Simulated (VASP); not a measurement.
The system is ZrInF3.

```xyz
5
Lattice="3.9834 0.0000 0.0000 0.0000 3.9834 0.0000 0.0000 0.0000 3.9834" Properties=species:S:1:pos:R:3 pbc="T T T"
Zr    0.0000    0.0000    3.8514
In    1.9917    1.9917    1.8597
F     0.0000    1.9917    0.0000
F     1.9917    0.0000    0.0000
F     0.0000    0.0000    1.9917
```

| Property | Result |
| --- | --- |
| Program | VASP 6.6.1 |
| Task | relaxation of cell and atoms |
| Functional | PBE |
| Potentials or basis | VASP PAW PBE potentials, release 64 (Zr_sv, In_d, F) |
| Cutoff | 600 eV |
| k mesh | 4 × 4 × 4 |
| Occupations | gaussian, width 0.1 eV |
| Spin | no spin polarisation |

At the start: pressure 49.5 GPa; volume 12.64 Å³/atom.

Task: How do energy, volume and symmetry change on relaxing?

Result: Over 11 steps the energy falls by 556.5 meV/atom and the volume is 17.10 Å³/atom (+35.3 %); space group P4mm (No. 99, to 0.1 Å) before, Pm-3m (No. 221, to 0.1 Å).

The path:
```
step  energy change (eV)  largest force (eV/Å)  pressure (GPa)  volume (Å³)
   1              0.0000                4.1082           49.47        63.21
   2             -1.8636                0.2565          -10.99       106.05
   3             -2.7247                0.7982            1.32        84.67
   4             -2.7249                0.8028            0.83        85.22
   5             -2.7589                0.2481           -0.93        86.55
   6             -2.7601                0.1879           -1.28        86.87
   7             -2.7725                0.1537           -0.16        85.56
   8             -2.7733                0.1419            0.24        85.14
   9             -2.7771                0.1139            0.20        85.18
  10             -2.7816                0.0398            0.10        85.30
  11             -2.7827                0.0228           -0.12        85.51
```

Final structure:
```yaml
crystal:
  lattice:
    - [4.41183, 0.00000, 0.00000]
    - [0.00000, 4.41183, 0.00000]
    - [0.00000, 0.00000, 4.39332]
  atoms:
    - { symbol: Zr, position: [0.00000, 0.00000, 0.98486] }
    - { symbol: In, position: [0.50000, 0.50000, 0.48720] }
    - { symbol: F, position: [0.00000, 0.50000, 0.98901] }
    - { symbol: F, position: [0.50000, 0.00000, 0.98901] }
    - { symbol: F, position: [0.00000, 0.00000, 0.48366] }
```

Caveat: the k points lie up to 0.36 Å⁻¹ apart in the final cell, too coarse for converged energies and pressures of a metal; the volume moved by over 15 % at a fixed basis, so the end points are rough.
